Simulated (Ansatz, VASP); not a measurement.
## ErSi3: VASP beside Ansatz

```xyz
4
Lattice="4.0846 0.0000 0.0000 0.0000 4.0846 0.0000 0.0000 0.0000 4.0846" Properties=species:S:1:pos:R:3 pbc="T T T"
Er    0.0000    0.0000    0.0000
Si    0.0000    2.0423    2.0423
Si    2.0423    2.0423    0.0000
Si    2.0423    0.0000    2.0423
```

Alike in both runs: task single point; functional PBE; k mesh 8 × 8 × 8; occupations gaussian, width 0.05 eV; no spin polarisation.

|  | VASP | Ansatz |
| --- | --- | --- |
| version | VASP 6.6.1 | Ansatz 0.2.0 |
| potentials or method | VASP PAW PBE potentials, release 64 (Er, Si), cutoff 520 eV | scalar-relativistic, plane waves, PAW |
| valence electrons in the cell | 34 | 34 |

```tsv
	VASP	Ansatz	Ansatz less VASP
gap on the k mesh at the Fermi level (eV)	none	none	-
pressure (GPa)	-4.0	-4.1	-0.05
```

A gap of «none» marks a metal or a gap that the smearing closes. The functional is the same, so the differences come from potentials, cutoffs and numerics.

Neither program's run includes spin-orbit coupling.
